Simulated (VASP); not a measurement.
# Os (Fmmm) in VASP: single point with r2SCAN

Aim: the single point of Os with r2SCAN.

All numbers are computed with VASP 6.6.1; they aren't measurements. Logs are shortened: lines on timing, memory, paths and dates and some standing lists are left out, and cuts for length are marked.

### Step 1. The cell of the first run

It takes space group Fmmm (No. 69, orthorhombic). The conventional cell has a = 3.916 Å, b = 3.936 Å, c = 8.247 Å, α = 90.00°, β = 90.00°, γ = 90.00°. Os (site symmetry mm2) has 9 Os at 2.49 to 2.78 Å within 3.3 Å.

### Step 2. Single point, r2SCAN

Input file POSCAR:

```
Os
1.0
    1.9681836630     -4.1235010732      0.0000000000
    1.9681836630      4.1235010732      0.0000000000
    0.0000000000      0.0000000000      3.9158381737
Os
4
Direct
    0.1510325826      0.8489674174      0.0000045485
    0.6510325826      0.3489674174      0.4999954515
    0.8489674174      0.1510325826      0.9999954515
    0.3489674174      0.6510325826      0.5000045485
```

Input file INCAR.step1:

```
PREC = Accurate
ENCUT = 550
ISMEAR = 0
SIGMA = 0.1
LREAL = False
LASPH = True
NELM = 120
NBANDS = 40
GGA = PE
ALGO = Normal
EDIFF = 1E-5
LWAVE = True
LCHARG = False
GGA_COMPAT = False
```

Input file INCAR.step2:

```
PREC = Accurate
ENCUT = 550
EDIFF = 1E-6
ISMEAR = 0
SIGMA = 0.1
LREAL = False
LASPH = True
NELM = 120
ALGO = Normal
ISIF = 2
LWAVE = False
LCHARG = False
METAGGA = R2SCAN
LMIXTAU = True
NBANDS = 40
ISTART = 1
GGA_COMPAT = False
```

Input file KPOINTS:

```
Automatic mesh
0
Gamma
  6 6 4
```

Potentials or basis: VASP PAW PBE potentials, release 64 (Os_sv_GW).

The run is started by

```console
$ cat potpaw_PBE.64/Os_sv_GW/POTCAR > POTCAR
$ cp INCAR.step1 INCAR
$ mpirun -np 1 vasp_std > vasp.out
$ cp INCAR.step2 INCAR
$ mpirun -np 1 vasp_std > vasp.out
```

OUTCAR:

```text
PREC = Accurate
   ENCUT = 550
   EDIFF = 1E-6
   ISMEAR = 0
   LREAL = False
   LASPH = True
   NELM = 120
   ISIF = 2
   METAGGA = R2SCAN
   ISTART = 1

 ion  position               nearest neighbor table
   1  0.151  0.849  0.000-   3 2.49   4 2.55   4 2.55   3 2.56   3 2.56   2 2.78   2 2.78   2 2.78
                             2 2.78
   2  0.651  0.349  0.500-   4 2.49   3 2.55   3 2.55   4 2.56   4 2.56   1 2.78   1 2.78   1 2.78
                             1 2.78
   3  0.849  0.151  1.000-   1 2.49   2 2.55   2 2.55   1 2.56   1 2.56   4 2.78   4 2.78   4 2.78
                             4 2.78
   4  0.349  0.651  0.500-   2 2.49   1 2.55   1 2.55   2 2.56   2 2.56   3 2.78   3 2.78   3 2.78
                             3 2.78

  LATTYP: Found a base centered orthorhombic cell.
 ALAT       =     3.9363673260
 B/A-ratio  =     2.0950794129
 C/A-ratio  =     0.9947847468

  Lattice vectors:

 A1 = (   1.9681836630,  -4.1235010732,   0.0000000000)
 A2 = (   1.9681836630,   4.1235010732,   0.0000000000)
 A3 = (   0.0000000000,   0.0000000000,   3.9158381737)

Analysis of symmetry for initial positions (statically):
=====================================================================
 Subroutine PRICEL returns:
 Original cell was already a primitive cell.

 Routine SETGRP: Setting up the symmetry group for a
 base centered orthorhombic supercell.

 Subroutine GETGRP returns: Found  8 space group operations
 (whereof  4 operations were pure point group operations)
 out of a pool of  8 trial point group operations.

The static configuration has the point symmetry C_2h.
 The point group associated with its full space group is D_2h.

Analysis of symmetry for dynamics (positions and initial velocities):
=====================================================================
 Subroutine PRICEL returns:
 Original cell was already a primitive cell.

 Routine SETGRP: Setting up the symmetry group for a
 base centered orthorhombic supercell.

 Subroutine GETGRP returns: Found  8 space group operations
 (whereof  4 operations were pure point group operations)
 out of a pool of  8 trial point group operations.

The dynamic configuration has the point symmetry C_2h.
 The point group associated with its full space group is D_2h.

 Subroutine INISYM returns: Found  8 space group operations
 (whereof  4 operations are pure point group operations),
 and found     1 'primitive' translations

----------------------------------------------------------------------------------------

                                     Primitive cell

  volume of cell :      63.5604

  direct lattice vectors                    reciprocal lattice vectors
     1.968183663 -4.123501073  0.000000000     0.254041332 -0.121256183  0.000000000
     1.968183663  4.123501073  0.000000000     0.254041332  0.121256183  0.000000000
     0.000000000  0.000000000  3.915838174     0.000000000  0.000000000  0.255373168

  length of vectors
     4.569136465  4.569136465  3.915838174     0.281496111  0.281496111  0.255373168

  position of ions in fractional coordinates (direct lattice)
     0.151032583  0.848967417  0.000004549
     0.651032583  0.348967417  0.499995451
     0.848967417  0.151032583  0.999995451
     0.348967417  0.651032583  0.500004549

  ion indices of the primitive-cell ions
   primitive index   ion index
                 1           1
                 2           2
                 3           3
                 4           4

----------------------------------------------------------------------------------------

 KPOINTS: Automatic mesh

Automatic generation of k-mesh.
 Grid dimensions read from file:
 generate k-points for:    6    6    4

 Generating k-lattice:

  Cartesian coordinates                     Fractional coordinates (reciprocal lattice)
     0.042340222 -0.020209364  0.000000000     0.166666667  0.000000000  0.000000000
     0.042340222  0.020209364  0.000000000     0.000000000  0.166666667  0.000000000
     0.000000000  0.000000000  0.063843292     0.000000000  0.000000000  0.250000000

  Length of vectors
     0.046916018  0.046916018  0.063843292

  Shift w.r.t. Gamma in fractional coordinates (k-lattice)
     0.000000000  0.000000000  0.000000000

 Subroutine IBZKPT returns following result:
 ===========================================

 Found     39 irreducible k-points:

 Following reciprocal coordinates:
            Coordinates               Weight
  0.000000  0.000000  0.000000      1.000000
  0.166667  0.000000  0.000000      4.000000
  0.333333  0.000000  0.000000      4.000000
  0.500000  0.000000  0.000000      2.000000
  0.166667  0.166667  0.000000      2.000000
  0.333333  0.166667  0.000000      4.000000
[... 16 lines left out ...]
  0.333333  0.333333  0.250000      4.000000
  0.500000  0.333333  0.250000      8.000000
 [... further k-points ...]
   k-points           NKPTS =     39   k-points in BZ     NKDIM =     39   number of bands    NBANDS=     40
   number of dos      NEDOS =    301   number of ions     NIONS =      4
   total plane-waves  NPLWV =  38880
   dimension x,y,z NGX =    36 NGY =   36 NGZ =   30
   dimension x,y,z NGXF=    72 NGYF=   72 NGZF=   60
   ions per type =               4
   NGX,Y,Z   is equivalent  to a cutoff of  13.10, 13.10, 12.74 a.u.
   NGXF,Y,Z  is equivalent  to a cutoff of  26.20, 26.20, 25.47 a.u.
 SYSTEM =  unknown system
   PREC   = accura    normal or accurate (medium, high low for compatibility)
   ISTART =      1    job   : 0-new  1-cont  2-samecut
   ICHARG =      0    charge: 1-file 2-atom 10-const
   ISPIN  =      1    spin polarized calculation?
   LNONCOLLINEAR =      F non collinear calculations
   LSORBIT =      F    spin-orbit coupling
   LASPH  =      T    aspherical Exc in radial PAW
   ENCUT  =  550.0 eV  40.42 Ry    6.36 a.u.   8.74  8.74  7.49*2*pi/ulx,y,z
   NELM   =    120;   NELMIN=  2; NELMDL=  0     # of ELM steps
   EDIFF  = 0.1E-05   stopping-criterion for ELM
   LREAL  =      F    real-space projection
   EDIFFG = 0.1E-04   stopping-criterion for IOM
   NSW    =      0    number of steps for IOM
   IBRION =     -1    ionic relax: 0-MD 1-quasi-New 2-CG
   NFREE  =      0    steps in history (QN), initial steepest desc. (CG)
   ISIF   =      2    stress and relaxation
   ISYM   =      2    0-nonsym 1-usesym 2-fastsym
   POTIM  = 0.5000    time-step for ionic-motion
   TEBEG  =    0.0;   TEEND  =   0.0 temperature during run
   PSTRESS=    0.0 pullay stress
   NELECT =      64.0000    total number of electrons
   NUPDOWN=      -1.0000    fix difference up-down
   EMIN   =  10.00;   EMAX   =-10.00  energy-range for DOS
   EFERMI =   0.00;   METHOD = LEGACY
   ISMEAR =     0;   SIGMA  =   0.10  broadening in eV -4-tet -1-fermi 0-gaus
   EFERMI_NEDOS =   21; number of points for ismear=-14 and -15
   IALGO  =     38    algorithm
   IMIX   =      4    mixing-type and parameters
     AMIX     =   0.40;   BMIX     =  1.00
     AMIX_MAG =   1.60;   BMIX_MAG =  1.00
  volume/ion in A,a.u.               =      15.89       107.23
  Fermi-wavevector in a.u.,A,eV,Ry     =   1.640864  3.100784 36.632811  2.692436
  Thomas-Fermi vector in A             =   2.731431
   LORBIT       =      0    0 simple, 1 ext, 2 COOP (PROOUT), +10 PAW based schemes
   METAGGA = R2SCAN    functional components
   LHFCALC =     F    Hartree Fock is set to
   AEXX    =    0.0000 exact exchange contribution
   IVDW    =     0    specifies the selected vdW correction
   LEPSILON=     F    determine dielectric tensor
   LRPA    =     F    only Hartree local field effects (RPA)
 non-spin polarized calculation
 Gauss-broadening in eV      SIGMA  =   0.10
  energy-cutoff  :      550.00
  volume of cell :       63.56
 maximum number of plane-waves:      1907
   NGX = 17   NGY = 17   NGZ = 15

 number of electron      63.9999997 magnetization

 Free energy of the ion-electron system (eV)
  ---------------------------------------------------
  ext. energy  EPLUGINS =         0.00000000
  ---------------------------------------------------
  free energy    TOTEN  =      -214.31564101 eV

  energy without entropy =     -214.31140510  energy(sigma->0) =     -214.31352306

 E-fermi :  11.2010     XC(G=0): -14.8135

 val. band max:       11.1635612668   @ k =   0.5000   0.1667   0.0000
 cond. band min:      11.2995093848   @ k =   0.1667   0.0000   0.0000
 fundamental gap:      0.1359481180
 Fermi energy:        11.2010271793

 k-point     1 :       0.0000    0.0000    0.0000
  band No.  band energies     occupation
      1     -77.2446      2.00000
      2     -77.1105      2.00000
      3     -77.0612      2.00000
      4     -77.0340      2.00000
      5     -36.6976      2.00000
      6     -36.4834      2.00000
[... 32 lines left out ...]
     39      14.4044      0.00000
     40      18.7027      0.00000

 k-point     2 :       0.1667    0.0000    0.0000
  band No.  band energies     occupation
      1     -77.2331      2.00000
      2     -77.1099      2.00000
      3     -77.0686      2.00000
      4     -77.0380      2.00000
      5     -36.6631      2.00000
      6     -36.4437      2.00000
[... 32 lines left out ...]
     39      16.8665      0.00000
     40      16.9556      0.00000

 k-point     3 :       0.3333    0.0000    0.0000
  band No.  band energies     occupation
      1     -77.2022      2.00000
      2     -77.1231      2.00000
      3     -77.0750      2.00000
      4     -77.0493      2.00000
      5     -36.5767      2.00000
      6     -36.4006      2.00000
[... 32 lines left out ...]
     39      16.5988      0.00000
     40      17.4467      0.00000

 k-point     4 :       0.5000    0.0000    0.0000
  band No.  band energies     occupation
      1     -77.1606      2.00000
      2     -77.1606      2.00000
      3     -77.0642      2.00000
      4     -77.0642      2.00000
      5     -36.4788      2.00000
      6     -36.4788      2.00000
[... 32 lines left out ...]
     39      17.0813      0.00000
     40      17.0813      0.00000
[... 772 lines left out ...]
     39      15.7298      0.00000
     40      20.4200      0.00000

 k-point    23 :       0.3333    0.3333    0.2500
  band No.  band energies     occupation
      1     -77.1436      2.00000
      2     -77.1383      2.00000
      3     -77.1007      2.00000
      4     -77.0674      2.00000
      5     -36.5789      2.00000
      6     -36.4364      2.00000
[... 32 lines left out ...]
     39      14.5625      0.00000
     40      18.0950      0.00000

 k-point    24 :       0.5000    0.3333    0.2500
  band No.  band energies     occupation
      1     -77.1704      2.00000
      2     -77.1180      2.00000
      3     -77.0879      2.00000
      4     -77.0741      2.00000
      5     -36.4876      2.00000
      6     -36.3506      2.00000
[... 32 lines left out ...]
     39      16.5234      0.00000
     40      16.6518      0.00000

 [... further k-points ...]
[... 5 lines left out ...]
  --------------------------------------------------------------------------------------
  -------------------------------------------------------------------------------------
  Total       -0.6583007     -0.7197932     -0.6034624      0.0000000      0.0000000      0.0000000
  in kB      -16.5938983    -18.1439517    -15.2115792      0.0000000      0.0000000      0.0000000
  external PRESSURE =     -16.6498097 kB  Pullay stress =       0.0000000 kB

 VOLUME and BASIS-vectors are now :
 -----------------------------------------------------------------------------
  energy-cutoff  :      550.00
  volume of cell :       63.56
      direct lattice vectors                 reciprocal lattice vectors
     1.968183663 -4.123501073  0.000000000     0.254041332 -0.121256183  0.000000000
     1.968183663  4.123501073  0.000000000     0.254041332  0.121256183  0.000000000
     0.000000000  0.000000000  3.915838174     0.000000000  0.000000000  0.255373168

 POSITION                                       TOTAL-FORCE (eV/Angst)
 -----------------------------------------------------------------------------------
      1.96818      2.87794      0.00002         0.000000      0.018327     -0.000330
      1.96818     -1.24557      1.95790         0.000000      0.018327      0.000330
      1.96818     -2.87794      3.91582         0.000000     -0.018327      0.000330
      1.96818      1.24557      1.95794         0.000000     -0.018327     -0.000330
 -----------------------------------------------------------------------------------
    total drift:                                0.000000      0.000000      0.000000

  FREE ENERGIE OF THE ION-ELECTRON SYSTEM (eV)
  ---------------------------------------------------
  free  energy   TOTEN  =      -214.3156410098 eV

  energy  without entropy=     -214.3114051047  energy(sigma->0) =     -214.31352306
```

Wall time 2.3 min (1 thread of Intel Xeon 6975P-C (Granite Rapids), shared host); peak memory 0.25 GiB.

Results:

```
Free energy            : -214.3156 eV
Pressure               : -1.7 GPa
Largest force          : 0.018 eV/Å
Band gap on the k mesh : zero (bands 32 and 33 overlap by 3.49 eV)
```

Forces on the atoms (eV/Å):
```
Os   0.000  0.018  0.000
Os   0.000  0.018  0.000
Os   0.000 -0.018  0.000
Os   0.000 -0.018  0.000
```

Caveat: the k points lie up to 0.40 Å⁻¹ apart, too coarse for converged energies and pressures of a metal; the PAW data sets were made with another functional, which shifts forces and pressure a little; spin-orbit coupling is left out, which moves the levels of the heavy elements.
